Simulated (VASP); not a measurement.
A run of VASP 6.6.1:

Contents of INCAR:

```
SYSTEM = TePt
  PREC = Accurate
  ENCUT = 520
  EDIFF = 1E-7
  ISMEAR = 0
  SIGMA = 0.1
  LREAL = .False.
  LASPH = .True.
  NELM = 100
  ALGO = Normal
  ISIF = 2
  LWAVE = .False.
  LCHARG = .False.
  GGA = PS
  NBANDS = 24
```

Contents of KPOINTS:

```
Automatic mesh
0
Gamma
  12 12 10
  0 0 0
```

Contents of POSCAR:

```
TePt
1.0
    4.2231471745      0.0000000000      0.0000000000
   -2.1115735872      3.6573527370      0.0000000000
    0.0000000000      0.0000000000      5.7078987380
Te Pt
2 2
Direct
    0.3333333333      0.6666666667      0.2500000000
    0.6666666667      0.3333333333      0.7500000000
    0.0000000000      0.0000000000      0.0000000000
    0.0000000000      0.0000000000      0.5000000000
```

Potentials or basis: VASP PAW PBE potentials, release 64 (Te, Pt).

Command:

```sh
$ cat potpaw_PBE.64/Te/POTCAR potpaw_PBE.64/Pt/POTCAR > POTCAR
$ mpirun -np 1 vasp_std > vasp.out
```

Hardware: 1 thread of Intel(R) Xeon(R) Platinum 8488C (Sapphire Rapids), on a shared host.

Problem. Estimate the wall time of this run.

Solution. It took 2.9 min on 1 thread of Intel(R) Xeon(R) Platinum 8488C (Sapphire Rapids), on a shared host, peak memory 0.36 GiB. Counts: scf iterations 15, k points 114.
